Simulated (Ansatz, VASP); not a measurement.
Two plane-wave programs on Si

INCAR

```
PREC = Accurate ; ENCUT = 520
EDIFF = 1E-7 ; ISMEAR = 0
SIGMA = 0.03 ; LREAL = F
LASPH = T ; NELM = 60
ALGO = Normal ; ISIF = 2
LWAVE = F ; LCHARG = F
NBANDS = 16
```

The input KPOINTS:

```
regular mesh
0
Gamma
  10 10 10
```

Contents of POSCAR:

```
Si
1.0
   -3.2517527797      3.2517527797      1.8797394730
    3.2517527797     -3.2517527797      1.8797394730
    3.2517527797      3.2517527797     -1.8797394730
Si
4
Direct
    0.1788433299      0.1788433299      0.3576866598
    0.8211566701      0.8211566701      0.6423133402
    0.1788433299      0.8211566701      0.0000000000
    0.8211566701      0.1788433299      0.0000000000
```

Input for Ansatz:

```yaml
crystal:
  lattice:
    - [-3.2517527797, 3.2517527797, 1.879739473]
    - [3.2517527797, -3.2517527797, 1.879739473]
    - [3.2517527797, 3.2517527797, -1.879739473]
  atoms:
    - { symbol: Si, position: [0.1788433299, 0.1788433299, 0.3576866598] }
    - { symbol: Si, position: [0.8211566701, 0.8211566701, 0.6423133402] }
    - { symbol: Si, position: [0.1788433299, 0.8211566701, 0.0] }
    - { symbol: Si, position: [0.8211566701, 0.1788433299, 0.0] }
basis:
  ecutwfc: 420
kpoints:
  mp_grid: { grid: [10, 10, 10] }
hamiltonian:
  xc: lda
scf:
  occupations: { method: gaussian, width: 0.03 }
output:
  forces: true
  stress: true
  eigenvalues: true
```

Change from the starting cell: strain -0.015 along x and y, -0.015 along z, atoms carried along.

Alike in both runs: task single point; functional LDA; k mesh 10 × 10 × 10; occupations gaussian, width 0.03 eV; no spin polarisation.

|  | VASP | Ansatz |
| --- | --- | --- |
| version | VASP 6.6.1 | Ansatz 0.2.0 |
| potentials or method | VASP PAW LDA potentials, release 64 (Si), cutoff 520 eV | scalar-relativistic, plane waves, PAW |
| valence electrons in the cell | 16 | 16 |

Ansatz gave:

```
gap on the k mesh at the Fermi level (eV)                     : 0.06
least direct gap on the mesh (eV)                             : 0.20
pressure (GPa)                                                : 4.5
traceless stress, the component that is largest in VASP (GPa) : 0.12
rms of the force components (eV/Å)                            : 0.037
```

Task: Estimate VASP's values.

Result: gap on the k mesh at the Fermi level (eV): 0.05; least direct gap on the mesh (eV): 0.20; pressure (GPa): 4.5; traceless stress, the component that is largest in VASP (GPa): 0.11; rms of the force components (eV/Å): 0.038.

LDA's correlation is that of Perdew and Zunger in VASP and of Perdew and Wang (1992) in Ansatz. Atom by atom the forces differ by 0.002 eV/Å (rms over components).
